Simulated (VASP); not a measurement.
Input of a VASP 6.6.1 run:

The input INCAR:

```
PREC     = Accurate       # precision mode
ENCUT    = 520            # plane-wave cutoff, eV
EDIFF    = 1E-7           # SCF threshold, eV
ISMEAR   = 0              # smearing method
SIGMA    = 0.1            # smearing width, eV
LREAL    = F              # projectors in reciprocal space
LASPH    = T              # aspherical terms in the spheres
NELM     = 80             # most SCF steps
ALGO     = Normal         # electronic algorithm
ISIF     = 2              # what is computed and relaxed
LWAVE    = F              # write WAVECAR
LCHARG   = T              # write CHGCAR
GGA      = PE             # functional
LELF     = T              # ELF
LVHAR    = T            
NBANDS   = 30             # bands
```

File KPOINTS:

```
regular mesh
0
Gamma
  8 8 8
```

Contents of POSCAR:

```
TlCuI3
1.0
    5.5463787864      0.0000000000      0.0000000000
    0.0000000000      5.5463787864      0.0000000000
    0.0000000000      0.0000000000      5.5463787864
Tl Cu I
1 1 3
Direct
    0.5000000000      0.5000000000      0.5000000000
    0.0000000000      0.0000000000      0.0000000000
    0.5000000000      0.0000000000      0.0000000000
    0.0000000000      0.5000000000      0.0000000000
    0.0000000000      0.0000000000      0.5000000000
```

Potentials or basis: VASP PAW PBE potentials, release 64 (Tl_d, Cu, I).

The run is started by

```bash
$ cat potpaw_PBE.64/Tl_d/POTCAR potpaw_PBE.64/Cu/POTCAR potpaw_PBE.64/I/POTCAR > POTCAR
$ mpirun -np 1 vasp_std > vasp.out
```

(1) What does it give for the band gap on the k mesh?

(2) Predict the pressure.

Answers

(1) zero (an odd number of electrons rules out a gap without spin polarisation).

(2) 0.0 GPa.

Caveat: spin-orbit coupling is left out, which moves the levels of the heavy elements; an odd number of electrons without spin polarisation forces a metal; a magnetic or distorted state may lie lower.
